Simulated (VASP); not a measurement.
# Sn: single point with PBEsol

Sn:

```
CELL_PARAMETERS angstrom
0.06491 3.27806 3.27806
3.27806 0.06491 3.27806
3.27806 3.27806 0.06491
ATOMIC_POSITIONS crystal
Sn 0.50000 0.50000 0.50000
Sn 0.75000 0.75000 0.75000
```

This cell differs from its parent crystal: equal xy, yz and zx shear strains of +2 %.

```yaml
Program: VASP 6.6.1
Task: single point
Functional: PBEsol
Potentials_or_basis: VASP PAW PBE potentials, release 64 (Sn_d)
Cutoff: 520 eV
k_mesh: 11 × 11 × 11
Occupations: fermi-dirac, width 0.05 eV
Spin: no spin polarisation
```

* Pressure: 1.0 GPa
* Largest force: 0.290 eV/Å
* Band gap on the k mesh: zero (bands 14 and 15 overlap by 0.21 eV)

Forces in eV/Å, atoms in the order of the input:
```
Sn   0.167  0.167  0.167
Sn  -0.167 -0.167 -0.167
```

Stress tensor (GPa, compression positive):
```
 1.02 -0.98 -0.98
-0.98  1.02 -0.98
-0.98 -0.98  1.02
```

Levels at points of the mesh, in eV from the Fermi level:
| k point | band 12 | band 13 | band 14 | band 15 | band 16 | band 17 |
| --- | --- | --- | --- | --- | --- | --- |
| (0.00, 0.00, 0.00) | -0.70 | 0.07 | 0.12 | 0.12 | 1.96 | 2.29 |

Run time: 96 s on 1 thread of AMD EPYC 9R45 96-Core Processor (Zen 5) (shared host), peak memory 0.28 GiB.

Caveat: the cell differs from its parent crystal (equal xy, yz and zx shear strains of +2 %); the PAW data sets were made with another functional, which shifts forces and pressure a little; spin-orbit coupling is left out, which moves the levels of the heavy elements.
